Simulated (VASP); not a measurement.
**GaP: single point with LDA**

GaP:

```
CELL_PARAMETERS angstrom
-5.39131 -5.39131 5.39131
5.39131 -5.39131 -5.39131
5.39131 5.39131 5.39131
ATOMIC_POSITIONS crystal
Ga 0.25000 0.00000 0.75000
Ga 0.00000 0.00000 0.00000
Ga 0.50000 0.75000 0.75000
Ga 0.25000 0.75000 0.00000
Ga 0.00000 0.75000 0.25000
Ga 0.75000 0.00000 0.25000
Ga 0.50000 0.00000 0.50000
Ga 0.00000 0.25000 0.75000
Ga 0.75000 0.50000 0.75000
Ga 0.50000 0.50000 0.00000
Ga 0.25000 0.50000 0.25000
Ga 0.00000 0.50000 0.50000
Ga 0.75000 0.75000 0.50000
Ga 0.75000 0.25000 0.00000
Ga 0.50000 0.25000 0.25000
Ga 0.25000 0.25000 0.50000
P 0.25000 0.75000 0.75000
P 0.00000 0.75000 0.00000
P 0.50000 0.50000 0.75000
P 0.25000 0.50000 0.00000
P 0.00000 0.50000 0.25000
P 0.75000 0.75000 0.25000
P 0.50000 0.75000 0.50000
P 0.00000 0.00000 0.75000
P 0.75000 0.25000 0.75000
P 0.50000 0.25000 0.00000
P 0.25000 0.25000 0.25000
P 0.00000 0.25000 0.50000
P 0.75000 0.50000 0.50000
P 0.75000 0.00000 0.00000
P 0.50000 0.00000 0.25000
P 0.25000 0.00000 0.50000
```

```yaml
Program: VASP 6.6.1
Task: single point
Functional: LDA
Potentials_or_basis: VASP PAW LDA potentials, release 64 (Ga_d, P)
Cutoff: 520 eV
k_mesh: 2 × 2 × 2, shifted
Occupations: gaussian, width 0.01 eV
Spin: no spin polarisation
Dipole_correction: no
Further_INCAR_settings: LREAL = Auto; ALGO = Normal; EDIFF = 1e-07; NBANDS = 166
```

```yaml
Pressure: 0.1 GPa
Band_gap_on_the_k_mesh: 2.14 eV
```

Levels at points of the mesh, in eV from the valence-band top:
```
           k point  band 141  band 142  band 143  band 144  band 145  band 146  band 147  band 148
(0.25, 0.25, 0.25)     -0.01     -0.01     -0.01     -0.01      2.81      2.81      2.81      2.81
```

It took 8.3 min on 1 thread of Intel(R) Xeon(R) Platinum 8259CL CPU @ 2.50GHz (Skylake/Cascade Lake), on a shared host, peak memory 0.58 GiB.

Caveat: a shifted mesh leaves out Γ, where band edges can lie. A k mesh can miss the band edges.
